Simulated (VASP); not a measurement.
Input of a VASP 6.6.1 run:

INCAR

```
SYSTEM = Si23BHO48
ALGO = Normal ; EDIFF = 1E-6
ENCUT = 520 ; GGA = PE
ISIF = 2 ; ISMEAR = 0
IVDW = 12 ; LASPH = .True.
LCHARG = .False. ; LREAL = Auto
LWAVE = .False. ; NBANDS = 234
NELM = 60 ; PREC = Accurate
SIGMA = 0.02
```

KPOINTS

```
k-points
0
Gamma
  1 1 1
  0 0 0
```

The input POSCAR:

```
Si23BHO48
1.0
    9.8316000000      0.0000000000      0.0000000000
   -4.9158000000      8.5144150000      0.0000000000
    0.0000000000      0.0000000000     10.8182000000
Si O B H
23 48 1 1
Direct
    0.2696880000      0.0042536000      0.1659530000
    0.0008685700      0.2683290000      0.3334340000
    0.2300140000      0.2360220000      0.0011123000
    0.2665710000      0.0039666000      0.6682490000
    0.9877070000      0.2651610000      0.8363930000
    0.2373780000      0.2479670000      0.5046470000
    0.2689130000      0.5034970000      0.1694290000
    0.0071740000      0.7615250000      0.3346140000
    0.2378880000      0.7376010000      0.9995222100
    0.9995975200      0.7632920000      0.8347720000
    0.2444950000      0.7356140000      0.5016440000
    0.7704580000      0.9995776200      0.1677880000
    0.5005500000      0.2709950000      0.3363130000
    0.7196970000      0.2254150000      0.0067535000
    0.7669430000      0.9974284000      0.6662580000
    0.4957890000      0.2648950000      0.8388830000
    0.7315520000      0.2292750000      0.4997570000
    0.7671770000      0.5003520000      0.1687290000
    0.5082110000      0.7657540000      0.3369440000
    0.7284970000      0.7290430000      0.9967325000
    0.7678590000      0.4933310000      0.6719780000
    0.4934370000      0.7554030000      0.8256840000
    0.7401200000      0.7312110000      0.5028160000
    0.0701790000      0.2104350000      0.4453740000
    0.2949550000      0.3664780000      0.1108140000
    0.1376360000      0.4348590000      0.2787260000
    0.1999740000      0.0709020000      0.0599790000
    0.3661290000      0.3022770000      0.3932910000
    0.4320150000      0.1437110000      0.2242100000
    0.0667330000      0.2120310000      0.9439510000
    0.3031200000      0.3853300000      0.6093620000
    0.1133590000      0.4405420000      0.7851950000
    0.2097810000      0.0849780000      0.5653650000
    0.3582330000      0.2953090000      0.8896740000
    0.4313560000      0.1336490000      0.7299220000
    0.0766350000      0.6958990000      0.4416340000
    0.3064960000      0.8756300000      0.1036260000
    0.1430170000      0.9271020000      0.2781130000
    0.2082500000      0.5754350000      0.0619490000
    0.3765200000      0.8018230000      0.3929280000
    0.4356450000      0.6372690000      0.2260910000
    0.0702950000      0.7095930000      0.9482220000
    0.2950410000      0.8698080000      0.6071030000
    0.1315540000      0.9273490000      0.7745430000
    0.2301330000      0.5767600000      0.5604110000
    0.3586520000      0.7864940000      0.8835290000
    0.4284710000      0.6274950000      0.7150340000
    0.5668770000      0.2051100000      0.4454450000
    0.7918800000      0.3613760000      0.1121420000
    0.6403730000      0.4358000000      0.2813830000
    0.6938720000      0.0630420000      0.0659360000
    0.8601750000      0.2920420000      0.3883960000
    0.9366550000      0.1391850000      0.2215540000
    0.5542740000      0.2009080000      0.9545440000
    0.7949510000      0.3574220000      0.6120670000
    0.6387770000      0.4269040000      0.7826280000
    0.7040680000      0.0640960000      0.5552660000
    0.8398320000      0.2764280000      0.8908620000
    0.9289380000      0.1359870000      0.7256000000
    0.5736550000      0.6988570000      0.4456840000
    0.7960380000      0.8655170000      0.1023840000
    0.6501690000      0.9288590000      0.2836800000
    0.7033430000      0.5680830000      0.0595770000
    0.8714800000      0.7895060000      0.3941120000
    0.9352230000      0.6347670000      0.2225520000
    0.5626060000      0.6962730000      0.9382370000
    0.8024270000      0.8653980000      0.6094200000
    0.6328180000      0.9222560000      0.7728480000
    0.7110210000      0.5682130000      0.5642060000
    0.8565170000      0.7850870000      0.8848320000
    0.9375310000      0.6233760000      0.7302810000
    0.3154190000      0.5288810000      0.6326340000
    0.0735557100      0.4866755400      0.7603840000
```

Potentials or basis: VASP PAW PBE potentials, release 64 (Si, O, B, H).

Run with:

```sh
$ cat potpaw_PBE.64/Si/POTCAR potpaw_PBE.64/O/POTCAR potpaw_PBE.64/B/POTCAR potpaw_PBE.64/H/POTCAR > POTCAR
$ mpirun -np 1 vasp_gam > vasp.out
```

Question: Estimate the dispersion energy per atom.

Answer: -0.139 eV.

Question: Estimate the pressure.

Answer: 1.1 GPa.

Question: Estimate the band gap on the k mesh.

Answer: 5.78 eV.

Stress tensor (GPa, compression positive):
```
 1.81 -0.93  0.41
-0.93  0.78 -0.81
 0.41 -0.81  0.67
```

Caveat: the k points lie up to 0.74 Å⁻¹ apart.
